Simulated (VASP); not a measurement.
**LaBi (rocksalt type): relaxation of cell and atoms with LDA**

LaBi (rocksalt type):

```
La Bi
1.0
     0.00000    2.81425    2.81425
     2.81425    0.00000    2.81425
     2.81425    2.81425    0.00000
La Bi
1 1
Direct
  0.00000 0.00000 0.00000
  0.50000 0.50000 0.50000
```

```json
{
  "Program": "VASP 6.6.1",
  "Task": "relaxation of cell and atoms",
  "Functional": "LDA",
  "Potentials or basis": "VASP PAW LDA potentials, release 64 (La, Bi_d)",
  "Cutoff": "600 eV",
  "k mesh": "12 × 12 × 12",
  "Occupations": "fermi-dirac, width 0.05 eV",
  "Spin": "no spin polarisation",
  "Target pressure": "61 GPa",
  "Dipole correction": "no",
  "Further INCAR settings": "ALGO = Normal; EDIFF = 1e-07; IBRION = 2; EDIFFG = -0.005; NSW = 60; ISIF = 3"
}
```

| Quantity | Value |
| --- | --- |
| Relaxed volume | 22.28 Å³/atom |
| Relaxed cell | a = 3.980 Å, b = 3.980 Å, c = 3.980 Å, α = 60.00°, β = 60.00°, γ = 60.00° |
| Space group after relaxing (to 0.1 Å) | Fm-3m (No. 225) |
| Energy change on relaxing (the run minimises the enthalpy) | +2.1 meV/atom |
| Ionic steps | 3 |
| Pressure after relaxing | 61.0 GPa |
| Band gap on the k mesh | zero (bands 13 and 14 overlap by 0.69 eV) |

Step by step:
```tsv
step	energy change (eV)	largest force (eV/Å)	pressure (GPa)	volume (Å³)
1	0.0000	0.0000	60.93	44.58
2	0.0230	0.0000	61.30	44.52
3	0.0042	0.0000	61.01	44.57
```

Final structure:
```
La Bi
1.0
     0.00000    2.81401    2.81401
     2.81401    0.00000    2.81401
     2.81401    2.81401    0.00000
La Bi
1 1
Cartesian
  0.0000 0.0000 0.0000
  2.8140 2.8140 2.8140
```

Levels at points of the mesh, in eV from the Fermi level:
| k point | band 11 | band 12 | band 13 | band 14 | band 15 | band 16 |
| --- | --- | --- | --- | --- | --- | --- |
| (0.00, 0.00, 0.00) | 0.36 | 0.36 | 0.36 | 0.92 | 0.92 | 0.92 |
| (0.50, 0.00, 0.00) | -4.86 | -2.91 | -2.91 | 2.21 | 2.83 | 2.83 |
| (0.50, 0.50, 0.00) | -1.52 | -0.68 | 0.32 | 0.32 | 2.81 | 2.99 |

Wall time 2.6 min on 1 thread of Intel Xeon 8259CL, on a shared host, peak memory 0.23 GiB.

Caveat: the cell is relaxed towards a set pressure, so the run minimises the enthalpy, not the energy; spin-orbit coupling is left out, which moves the levels of the heavy elements.
